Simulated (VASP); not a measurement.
**Ga: single point with LDA**

Ga:

```
CELL_PARAMETERS angstrom
2.55291 0.00000 0.00000
0.00000 2.55291 0.00000
0.00000 0.00000 2.55291
ATOMIC_POSITIONS crystal
Ga 0.00000 0.00000 0.00000
```

This cell differs from its parent crystal: volume scaled by 0.92.

* Program: VASP 6.6.1
* Task: single point
* Functional: LDA
* Potentials or basis: VASP PAW LDA potentials, release 64 (Ga_d)
* Cutoff: 520 eV
* k mesh: 13 × 13 × 13
* Occupations: fermi-dirac, width 0.1 eV
* Spin: no spin polarisation
* Dipole correction: no
* Further INCAR settings: ALGO = Normal; EDIFF = 1e-06; NBANDS = 12

```json
{"Pressure": "6.8 GPa"}
```

Levels at points of the mesh, in eV from the Fermi level:
```
           k point  band 3  band 4  band 5  band 6  band 7  band 8  band 9  band 10
(0.00, 0.00, 0.00)  -14.70  -14.70  -14.70  -11.90   10.24   10.24   10.24    13.29
```

Run time: 5.2 s on 1 thread of AMD EPYC 9R45 96-Core Processor (Zen 5) (shared host), peak memory 0.09 GiB.
